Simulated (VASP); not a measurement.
## SiO2 (Cristobalite): single point with PBE

Crystal: SiO2 (Cristobalite).

```
Si O
1.0
     4.98600    0.00000    0.00000
     0.00000    4.98600    0.00000
     0.00000    0.00000    6.97700
Si O
4 8
Direct
  0.30315 0.30315 0.00000
  0.19685 0.80315 0.25000
  0.69685 0.69685 0.50000
  0.80315 0.19685 0.75000
  0.23764 0.11267 0.18306
  0.38733 0.73764 0.43306
  0.76236 0.88733 0.68306
  0.61267 0.26236 0.93306
  0.73764 0.38733 0.56694
  0.88733 0.76236 0.31694
  0.26236 0.61267 0.06694
  0.11267 0.23764 0.81694
```

```
Program                : VASP 6.6.1
Task                   : single point
Functional             : PBE
Potentials or basis    : VASP PAW PBE potentials, release 64 (Si, O)
Cutoff                 : 520 eV
k mesh                 : 5 × 5 × 4
Occupations            : fermi-dirac, width 0.02 eV
Spin                   : no spin polarisation
Dipole correction      : no
Further INCAR settings : ALGO = Normal; EDIFF = 1e-06; NBANDS = 44
```

```yaml
Pressure: 1.2 GPa
Largest_force: 0.048 eV/Å
Band_gap_on_the_k_mesh: 5.61 eV, direct
```

Forces on the atoms (eV/Å):
```
Si   0.034  0.034  0.000
Si  -0.034  0.034  0.000
Si  -0.034 -0.034  0.000
Si   0.034 -0.034  0.000
O   -0.004 -0.011  0.010
O    0.011 -0.004  0.010
O    0.004  0.011  0.010
O   -0.011  0.004  0.010
O   -0.004  0.011 -0.010
O    0.011  0.004 -0.010
O    0.004 -0.011 -0.010
O   -0.011 -0.004 -0.010
```

Stress tensor (GPa, compression positive):
```
1.37 0.00 0.00
0.00 1.37 0.00
0.00 0.00 0.90
```

Levels at points of the mesh, in eV from the valence-band top:
| k point | band 29 | band 30 | band 31 | band 32 | band 33 | band 34 | band 35 | band 36 |
| --- | --- | --- | --- | --- | --- | --- | --- | --- |
| (0.00, 0.00, 0.00) | -0.66 | -0.32 | -0.32 | 0.00 | 5.61 | 8.75 | 8.75 | 9.13 |
| (0.00, 0.00, 0.50) | -0.53 | -0.53 | -0.37 | -0.37 | 6.87 | 6.87 | 9.30 | 9.30 |

Run time: 3.2 min on 1 thread of Intel Xeon 8259CL, with other jobs on the host, peak memory 0.31 GiB.

A k mesh can miss the band edges. PBE gaps usually lie below the measured ones, often by a third to a half.
